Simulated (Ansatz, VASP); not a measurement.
**Two plane-wave programs on Co**

POSCAR

```
Co
1.0
    3.7532064295      0.0000000000      0.0000000000
   -1.8766032148      3.2503721136      0.0000000000
    0.0000000000      0.0000000000      2.3012625213
Co
3
Direct
    0.0000000000      0.0000000000      0.0000000000
    0.3333333333      0.6666666667      0.5000000000
    0.6666666667      0.3333333333      0.5000000000
```

Contents of INCAR.step1:

```
PREC = Accurate ; ENCUT = 520
ISMEAR = -1 ; SIGMA = 0.1
LREAL = False ; LASPH = True
NELM = 100 ; NBANDS = 20
GGA = PE ; ALGO = Normal
EDIFF = 1E-4 ; LWAVE = True
LCHARG = False
```

File INCAR.step2:

```
PREC = Accurate ; ENCUT = 520
EDIFF = 1E-6 ; ISMEAR = -1
SIGMA = 0.1 ; LREAL = False
LASPH = True ; NELM = 100
ALGO = Normal ; ISIF = 2
LWAVE = False ; LCHARG = False
METAGGA = R2SCAN ; LMIXTAU = True
NBANDS = 20 ; ISTART = 1
```

KPOINTS

```
regular mesh
0
Gamma
  11 11 15
```

Input for Ansatz:

```yaml
crystal:
  lattice:
    - [3.7532064295, 0.0, 0.0]
    - [-1.8766032148, 3.2503721136, 0.0]
    - [0.0, 0.0, 2.3012625213]
  atoms:
    - { symbol: Co, position: [0.0, 0.0, 0.0] }
    - { symbol: Co, position: [0.3333333333, 0.6666666667, 0.5] }
    - { symbol: Co, position: [0.6666666667, 0.3333333333, 0.5] }
hamiltonian:
  xc: r2scan
  pseudopotentials:
    kind: paw
    azcp:
      Co: "pseudopotentials/Co.paw.azcp"
basis:
  ecutwfc: 500
  fft_grid_basis: typed
kpoints:
  mp_grid: { grid: [11, 11, 15], shift: [0, 0, 0] }
magnetization:
  spin_polarized: false
scf:
  occupations: { method: fermi_dirac, width: 0.1 }
  lower_state_search: "off"
output:
  stress: true
  write_density: true
  write_potential: true
  elf: true
  volumetric_format: npy
```

Alike in both runs: task single point; functional r2SCAN; k mesh 11 × 11 × 15; occupations fermi-dirac, width 0.1 eV; no spin polarisation.

|  | VASP | Ansatz |
| --- | --- | --- |
| version | VASP 6.6.1 | Ansatz 0.2.0 |
| potentials or method | VASP PAW PBE potentials, release 64 (Co), cutoff 520 eV | plane waves (500 eV) with PAW, scalar-relativistic |
| valence electrons in the cell | 27 | 51 |

Ansatz gave:

| Quantity | Value |
| --- | --- |
| pressure (GPa) | 27.3 |
| traceless stress, the component that is largest in VASP (GPa) | -0.87 |

Problem. Estimate VASP's values.

Solution. Pressure (GPa): 27.5; traceless stress, the component that is largest in VASP (GPa): -1.02.

VASP's potentials were made for PBE, not for r2SCAN. VASP's potentials hold 27 valence electrons a cell and Ansatz's 51, so a difference there can come from the potentials and not from the codes.
